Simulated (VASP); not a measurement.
Ru: relaxation of cell and atoms with PBEsol

The system is Ru.

```xyz
2
Lattice="2.5874 0.0000 0.0000 -1.2937 2.2408 0.0000 0.0000 0.0000 4.1006" Properties=species:S:1:pos:R:3 pbc="T T T"
Ru    0.0000    1.4938    1.0251
Ru    1.2937    0.7469    3.0754
```

| Quantity | Value |
| --- | --- |
| Program | VASP 6.6.1 |
| Task | relaxation of cell and atoms |
| Functional | PBEsol |
| Potentials or basis | VASP PAW PBE potentials, release 64 (Ru_pv) |
| Cutoff | 600 eV |
| k mesh | 17 × 17 × 9 |
| Occupations | fermi-dirac, width 0.1 eV |
| Spin | no spin polarisation |
| Target pressure | 52 GPa |
| Dipole correction | no |
| Further INCAR settings | ALGO = Normal; EDIFF = 1e-06; IBRION = 2; EDIFFG = -0.005; NSW = 32; ISIF = 3 |

- Relaxed volume: 11.89 Å³/atom
- Relaxed cell: a = 2.588 Å, b = 2.588 Å, c = 4.101 Å, α = 90.00°, β = 90.00°, γ = 120.00°
- Space group after relaxing (to 0.05 Å): P6_3/mmc (No. 194)
- Energy change on relaxing (the enthalpy is what falls): -1.9 meV/atom
- Ionic steps: 3
- Pressure after relaxing: 52.0 GPa
- Band gap on the k mesh: zero (band 14 reaches 17.20 eV, above the bottom of band 15 at 13.30 eV)

Step by step:
| step | energy change (eV) | largest force (eV/Å) | pressure (GPa) | volume (Å³) |
| --- | --- | --- | --- | --- |
| 1 | 0.0000 | 0.0000 | 52.29 | 23.77 |
| 2 | -0.0239 | 0.0000 | 50.49 | 23.85 |
| 3 | -0.0038 | 0.0000 | 52.02 | 23.79 |

Final structure:
```
Ru
1.0
     2.58780    0.00000    0.00000
    -1.29390    2.24110    0.00000
     0.00000    0.00000    4.10138
Ru
2
Cartesian
  0.0000 1.4941 1.0253
  1.2939 0.7470 3.0760
```

Levels at points of the mesh, in eV from the Fermi level:
| k point | band 11 | band 12 | band 13 | band 14 | band 15 | band 16 | band 17 | band 18 |
| --- | --- | --- | --- | --- | --- | --- | --- | --- |
| (0.00, 0.00, 0.00) | -3.00 | -2.37 | -2.37 | -1.70 | -1.70 | 1.42 | 1.43 | 1.43 |

Wall time 72 s on 1 thread of Intel(R) Xeon(R) Platinum 8488C (Sapphire Rapids), on a shared host, peak memory 0.21 GiB.

Caveat: the cell is relaxed towards a set pressure, so the enthalpy falls and the energy may rise; the PAW data sets were made with another functional, which shifts forces and pressure a little.
